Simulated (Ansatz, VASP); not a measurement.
**Two plane-wave programs on InSb**

The input POSCAR:

```
InSb
1.0
    0.0000000000      2.6849609149      4.0274413724
    2.6849609149      0.0000000000      4.0274413724
    2.6849609149      2.6849609149      0.0000000000
In Sb
1 1
Direct
    0.0000000000      0.0000000000      0.0000000000
    0.5000000000      0.5000000000      0.5000000000
```

The input INCAR.step1:

```
SYSTEM = InSb
ALGO = Normal ; EDIFF = 1E-4
ENCUT = 520 ; GGA = PE
ISMEAR = 0 ; LASPH = .True.
LCHARG = .False. ; LREAL = .False.
LWAVE = .True. ; NBANDS = 16
NELM = 100 ; PREC = Accurate
SIGMA = 0.15
```

File INCAR.step2:

```
SYSTEM = InSb
ALGO = Normal ; EDIFF = 1E-6
ENCUT = 520 ; ISIF = 2
ISMEAR = 0 ; ISTART = 1
LASPH = .True. ; LCHARG = .False.
LMIXTAU = .True. ; LREAL = .False.
LWAVE = .False. ; METAGGA = R2SCAN
NBANDS = 16 ; NELM = 100
PREC = Accurate ; SIGMA = 0.15
```

Contents of KPOINTS:

```
k-points
0
Gamma
  6 6 6
  0 0 0
```

Input for Ansatz:

```yaml
crystal:
  lattice:
    - [0.0, 2.6849609149, 4.0274413724]
    - [2.6849609149, 0.0, 4.0274413724]
    - [2.6849609149, 2.6849609149, 0.0]
  atoms:
    - { symbol: In, position: [0.0, 0.0, 0.0] }
    - { symbol: Sb, position: [0.5, 0.5, 0.5] }
basis:
  ecutwfc: 500
kpoints:
  mp_grid: { grid: [6, 6, 6] }
hamiltonian:
  xc: r2scan
scf:
  occupations: { method: gaussian, width: 0.15 }
output:
  forces: true
  stress: true
  eigenvalues: true
```

Alike in both runs: task single point; functional r2SCAN; k mesh 6 × 6 × 6; occupations gaussian, width 0.15 eV; no spin polarisation.

```csv
,VASP,Ansatz
version,VASP 6.6.1,Ansatz 0.2.0
potentials or method,"VASP PAW PBE potentials, release 64 (In_d, Sb), cutoff 520 eV","scalar-relativistic, plane waves, PAW"
valence electrons in the cell,18,28
```

Ansatz gave:

| Quantity | Value |
| --- | --- |
| gap on the k mesh at the Fermi level (eV) | none |
| pressure (GPa) | 13.9 |
| traceless stress, the component that is largest in VASP (GPa) | -16.54 |

**Question.** Estimate VASP's values.

**Answer.** gap on the k mesh at the Fermi level (eV): none; pressure (GPa): 14.0; traceless stress, the component that is largest in VASP (GPa): -16.67.

VASP's potentials were made for PBE, not for r2SCAN. A gap of «none» marks a metal or a gap that the smearing closes. VASP's potentials hold 18 valence electrons a cell and Ansatz's 28, so a difference there can come from the potentials and not from the codes.

Spin-orbit coupling is off throughout.
